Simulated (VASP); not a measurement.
Set up this calculation in VASP 6.6.1, as the native input.

| Quantity | Value |
| --- | --- |
| Task | single point |
| Functional | LDA |
| Potentials or basis | VASP PAW LDA potentials, release 64 (Si, Ge_d) |
| Cutoff | 520 eV |
| k mesh | 12 × 12 × 8 |
| Occupations | gaussian, width 0.03 eV |
| Spin | no spin polarisation |
| Dipole correction | no |
| Further INCAR settings | ALGO = Normal; EDIFF = 1e-06; NBANDS = 26 |

The structure of SiGe lies in POSCAR:

```
SiGe
1.0
    3.6742293450      0.0000000000      0.0000000000
   -1.8371146725      3.1819759521      0.0000000000
    0.0000000000      0.0000000000      7.2845030610
Si Ge
2 2
Direct
    0.6666666667      0.3333333333      0.8746070000
    0.3333333333      0.6666666667      0.3746070000
    0.6666666667      0.3333333333      0.5003920000
    0.3333333333      0.6666666667      0.0003920000
```

This cell differs from its parent crystal: ratio of the length along z to the lengths across it x 1.2, volume and fractional coordinates fixed.

One way to write it, as run:

INCAR

```
PREC     = Accurate       # precision mode
ENCUT    = 520            # plane-wave cutoff, eV
EDIFF    = 1E-6           # SCF threshold, eV
ISMEAR   = 0              # smearing method
SIGMA    = 0.03           # smearing width, eV
LREAL    = F              # projectors in reciprocal space
LASPH    = T              # aspherical terms in the spheres
NELM     = 100            # most SCF steps
ALGO     = Normal         # electronic algorithm
ISIF     = 2              # what is computed and relaxed
LWAVE    = F              # write WAVECAR
LCHARG   = F              # write CHGCAR
GGA      = CA             # functional
NBANDS   = 26             # bands
```

KPOINTS

```
Automatic mesh
0
Gamma
  12 12 8
```

Potentials or basis: VASP PAW LDA potentials, release 64 (Si, Ge_d).

Launch:

```bash
$ cat potpaw_LDA.64/Si/POTCAR potpaw_LDA.64/Ge_d/POTCAR > POTCAR
$ mpirun -np 1 vasp_std > vasp.out
```

It gave:

```
Pressure               : 1.7 GPa
Largest force          : 0.830 eV/Å
Band gap on the k mesh : zero (band 18 reaches 5.62 eV, above the bottom of band 19 at 4.95 eV)
```

Wall time 2.3 min on 1 thread of Intel(R) Xeon(R) Platinum 8375C CPU @ 2.90GHz (Ice Lake), on a shared host, peak memory 0.29 GiB.
